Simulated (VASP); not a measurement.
# Ga3Sb (P-3m1) in VASP: further runs, part 2 of 2

VASP 6.6.1. The steps go on from the part before.

## (3) Relaxation of cell and atoms, PBE

This run uses another cell than the first one, of 23.25 Å³/atom.

The input, INCAR:

```
ALGO = Normal ; EDIFF = 1E-7
EDIFFG = -0.04 ; ENCUT = 500
GGA = PE ; GGA_COMPAT = F
IBRION = 2 ; ISIF = 3
ISMEAR = 0 ; LASPH = T
LCHARG = F ; LREAL = F
LWAVE = F ; NELM = 120
NELMIN = 4 ; NSW = 90
PREC = Accurate ; SIGMA = 0.1
```

The input, KPOINTS:

```
k-points
0
Gamma
  6 6 2
```

The input, POSCAR:

```
Ga3Sb
1.0
    3.7392727400      0.0000000000      0.0000000000
   -1.8696363700      3.2383051800      0.0000000000
    0.0000000000      0.0000000000      7.6816292700
Ga Sb
3 1
Direct
    0.3333333300      0.6666666700      0.0261111400
    0.6666666700      0.3333333300      0.9738888600
    0.0000000000      0.0000000000      0.0000000000
    0.0000000000      0.0000000000      0.5000000000
```

Potentials or basis: VASP PAW PBE potentials, release 64 (Ga_d, Sb_d_GW).

Launch:

```
$ cat potpaw_PBE.64/Ga_d/POTCAR potpaw_PBE.64/Sb_d_GW/POTCAR > POTCAR
$ mpirun -np 1 vasp_std > vasp.out
```

OUTCAR:

```text
EDIFF = 1E-7
   EDIFFG = -0.04
   ENCUT = 500
   GGA = PE
   IBRION = 2
   ISIF = 3
   ISMEAR = 0
   LASPH = T
   LREAL = F
   NELM = 120
   NELMIN = 4
   NSW = 90
   PREC = Accurate

 ion  position               nearest neighbor table
   1  0.333  0.667  0.026-   3 2.17   3 2.17   3 2.17   2 2.20   2 2.20   2 2.20
   2  0.667  0.333  0.974-   3 2.17   3 2.17   3 2.17   1 2.20   1 2.20   1 2.20
   3  0.000  0.000  0.000-   1 2.17   2 2.17   1 2.17   2 2.17   2 2.17   1 2.17
   4  0.000  0.000  0.500-

  LATTYP: Found a hexagonal cell.
 ALAT       =     3.7392727400
 C/A-ratio  =     2.0543110396

  Lattice vectors:

 A1 = (   3.7392727400,   0.0000000000,   0.0000000000)
 A2 = (  -1.8696363700,   3.2383051800,   0.0000000000)
 A3 = (   0.0000000000,   0.0000000000,   7.6816292700)

Analysis of symmetry for initial positions (statically):
=====================================================================
 Subroutine PRICEL returns:
 Original cell was already a primitive cell.

 Routine SETGRP: Setting up the symmetry group for a
 hexagonal supercell.

 Subroutine GETGRP returns: Found 12 space group operations
 (whereof 12 operations were pure point group operations)
 out of a pool of 24 trial point group operations.
[... 149 lines left out ...]

 number of electron      54.0000005 magnetization

 Free energy of the ion-electron system (eV)
  ---------------------------------------------------
  ext. energy  EPLUGINS =         0.00000000
  ---------------------------------------------------
  free energy    TOTEN  =        -4.63565910 eV

  energy without entropy =       -4.61692071  energy(sigma->0) =       -4.62628991

------------------------ aborting loop because EDIFF is reached ----------------------------------------

  FORCE on cell =-STRESS in cart. coord.  units (eV):
  Direction    XX          YY          ZZ          XY          YZ          ZX
  --------------------------------------------------------------------------------------
  -------------------------------------------------------------------------------------
  Total       32.1086410     32.1086410     -1.2508373      0.0000000      0.0000000      0.0000000
  in kB      553.0625428    553.0625412    -21.5453289      0.0000000      0.0000000      0.0000000
  external PRESSURE =     361.5265850 kB  Pullay stress =       0.0000000 kB
[... 1589 lines left out ...]
     31       8.1583      0.00000
     32       8.1583      0.00000

[... ionic steps 4 to 41 ...]

--------------------------------------- Ionic step       42  -------------------------------------------

 number of electron      54.0000044 magnetization

------------------------ aborting loop because EDIFF is reached ----------------------------------------
[... 71 lines left out ...]
--------------------------------------- Ionic step       44  -------------------------------------------

 number of electron      54.0000037 magnetization

 Free energy of the ion-electron system (eV)
  ---------------------------------------------------
  ext. energy  EPLUGINS =         0.00000000
  ---------------------------------------------------
  free energy    TOTEN  =       -12.30561258 eV

  energy without entropy =      -12.29176227  energy(sigma->0) =      -12.29868742

 E-fermi :   4.7389     XC(G=0): -10.1147

 val. band max:        4.4505713444   @ k =   0.3333   0.0000   0.5000
 cond. band min:       4.7423031244   @ k =   0.3333   0.1667   0.0000
 fundamental gap:      0.2917317800
 Fermi energy:         4.7389053504
[... 519 lines left out ...]
  FREE ENERGIE OF THE ION-ELECTRON SYSTEM (eV)
  ---------------------------------------------------
  free  energy   TOTEN  =       -12.3056125797 eV

  energy  without entropy=      -12.2917622656  energy(sigma->0) =      -12.29868742

 reached required accuracy - stopping structural energy minimisation
```

OSZICAR:

```text
N       E                     dE             d eps       ncg     rms          rms(c)
DAV:   1     0.404818821042E+03    0.40482E+03   -0.25084E+04  1328   0.120E+04
[... 559 lines left out ...]
DAV:   2    -0.123075810919E+02   -0.10260E-01   -0.24749E-01  1552   0.631E+00    0.273E-01
DAV:   3    -0.123059862178E+02    0.15949E-02   -0.76125E-03  1488   0.216E+00    0.114E-01
DAV:   4    -0.123056290409E+02    0.35718E-03   -0.10253E-03  1328   0.554E-01    0.264E-02
DAV:   5    -0.123056125651E+02    0.16476E-04   -0.14304E-04  1488   0.202E-01    0.759E-03
DAV:   6    -0.123056120416E+02    0.52351E-06   -0.55480E-06  1288   0.593E-02    0.389E-03
DAV:   7    -0.123056125484E+02   -0.50680E-06   -0.21441E-06  1432   0.310E-02    0.879E-04
DAV:   8    -0.123056125797E+02   -0.31341E-07   -0.67373E-07   944   0.156E-02
  44 F= -.12305613E+02 E0= -.12298687E+02  d E =-.400758E-02
```

CONTCAR:

```text
Ga3Sb
   1.00000000000000
     4.3857055775525238   -0.0000000000000004    0.0000000000000000
    -2.1928527887762619    3.7981324379128965    0.0000000000000000
    -0.0000000000000000   -0.0000000000000000    5.6778797884399763
  Ga              Sb
     3     1
Direct
     0.3333333300000021    0.6666666699999979    0.2092316622544338
     0.6666666699999979    0.3333333300000021    0.7907683377455663
     0.0000000000000000    0.0000000000000000    0.0000000000000000
     0.0000000000000000    0.0000000000000000    0.5000000000000000

  0.00000000E+00  0.00000000E+00  0.00000000E+00
  0.00000000E+00  0.00000000E+00  0.00000000E+00
  0.00000000E+00  0.00000000E+00  0.00000000E+00
  0.00000000E+00  0.00000000E+00  0.00000000E+00
```

Wall time 33 min (1 thread of Intel Xeon Platinum 8488C (Sapphire Rapids), shared host); peak memory 0.24 GiB.

Results:

```yaml
Free_energy: -12.3056 eV
Relaxed_volume: 23.64 Å³/atom
Relaxed_cell: a = 4.386 Å, b = 4.386 Å, c = 5.678 Å, α = 90.00°, β = 90.00°, γ = 120.00°
Space_group_after_relaxing_to_0.1_Å: P-3m1 (No. 164)
Pressure_after_relaxing: 0.1 GPa
Largest_force_after_relaxing: 0.015 eV/Å
Band_gap_on_the_k_mesh: zero (bands 27 and 28 overlap by 2.39 eV)
```

Forces in eV/Å, atoms in the order of the input:
```
Ga   0.000  0.000 -0.015
Ga   0.000  0.000  0.015
Ga   0.000  0.000  0.000
Sb   0.000  0.000  0.000
```

Final structure:
```xyz
4
Lattice="4.3857 0.0000 0.0000 -2.1929 3.7981 0.0000 0.0000 0.0000 5.6779" Properties=species:S:1:pos:R:3 pbc="T T T"
Ga    0.0000    2.5321    1.1880
Ga    2.1929    1.2660    4.4899
Ga    0.0000    0.0000    0.0000
Sb    0.0000    0.0000    2.8389
```

Caveat: the k points lie up to 0.55 Å⁻¹ apart in the final cell, too coarse for converged energies and pressures of a metal; a cell axis changed by over 15 % at a fixed basis, so the end point is rough; spin-orbit coupling is left out, which moves the levels of the heavy elements.

The gap in the log of VASP goes by the Fermi energy; the results here count the filled bands.